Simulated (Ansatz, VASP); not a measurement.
**CdTe: VASP beside Ansatz**

```
Te Cd
1.0
     0.00000    3.18349    3.18349
     3.18349    0.00000    3.18349
     3.18349    3.18349    0.00000
Te Cd
1 1
Direct
  0.75000 0.75000 0.75000
  0.00000 0.00000 0.00000
```

Alike in both runs: task single point; functional r2SCAN; k mesh 7 × 7 × 7; occupations fermi-dirac, width 0.05 eV; non-collinear spin, spin-orbit coupling.

|  | VASP | Ansatz |
| --- | --- | --- |
| version | VASP 6.6.1 | Ansatz 0.2.0 |
| potentials or method | VASP PAW PBE potentials, release 64 (Te, Cd) | Ansatz PAW |
| plane-wave cutoff (eV) | 520 | 500 |
| valence electrons in the cell | 18 | 36 |

VASP gave:

* pressure (GPa): 4.6

Task: Estimate Ansatz's values.

Result: Pressure (GPa): 4.4.

VASP's potentials were made for PBE, not for r2SCAN. VASP's potentials hold 18 valence electrons a cell and Ansatz's 36, so a difference there can come from the potentials and not from the codes.

Noted on Ansatz's run: odd divisions of the mesh miss points on the zone boundary, where band edges often lie, so the gap on the mesh can be too wide.
